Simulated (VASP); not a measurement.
A run of VASP 6.6.1 is set up as follows.

Contents of INCAR:

```
PREC = Accurate
ENCUT = 400
EDIFF = 1E-6
ISMEAR = 0
SIGMA = 0.05
LREAL = F
LASPH = T
NELM = 120
ALGO = Normal
ISIF = 2
LWAVE = F
LCHARG = F
LDIPOL = T
IDIPOL = 3
DIPOL = 0.5 0.5 0.410
GGA = PE
IVDW = 12
NBANDS = 48
GGA_COMPAT = F
NELMDL = -8
```

KPOINTS

```
Automatic mesh
0
Gamma
  9 9 1
```

File POSCAR:

```
InSe
1.0
    4.0266104808      0.0000000000      0.0000000000
   -2.0133052404      3.4871469675      0.0000000000
    0.0000000000      0.0000000000     28.2707100106
Se In
4 4
Direct
    0.0000000000      0.0000000000      0.1591753443
    0.0000000000      0.0000000000      0.3495374421
    0.1666666666      0.3333333333      0.4705636560
    0.1666666666      0.3333333333      0.6609552325
    0.6666666667      0.3333333333      0.2049586283
    0.6666666667      0.3333333333      0.3037944432
    0.8333333334      0.6666666667      0.5163164175
    0.8333333334      0.6666666667      0.6151575262
```

Potentials or basis: VASP PAW PBE potentials, release 64 (Se, In_d).

Launch:

```console
$ cat potpaw_PBE.64/Se/POTCAR potpaw_PBE.64/In_d/POTCAR > POTCAR
$ mpirun -np 1 vasp_std > vasp.out
```

Problem. What does it give for the dispersion energy per atom?

Solution. -0.251 eV.

Problem. Predict the largest force.

Solution. 0.066 eV/Å.

Forces on the atoms (eV/Å):
```
Se   0.000 -0.002 -0.019
Se   0.000 -0.063  0.017
Se   0.000  0.057 -0.017
Se   0.000  0.001  0.016
In   0.000 -0.005  0.016
In   0.000  0.010 -0.016
In   0.000  0.000  0.016
In   0.000  0.003 -0.014
```

Caveat: the cell differs from its parent crystal (layers slid over each other, then relaxed in part).
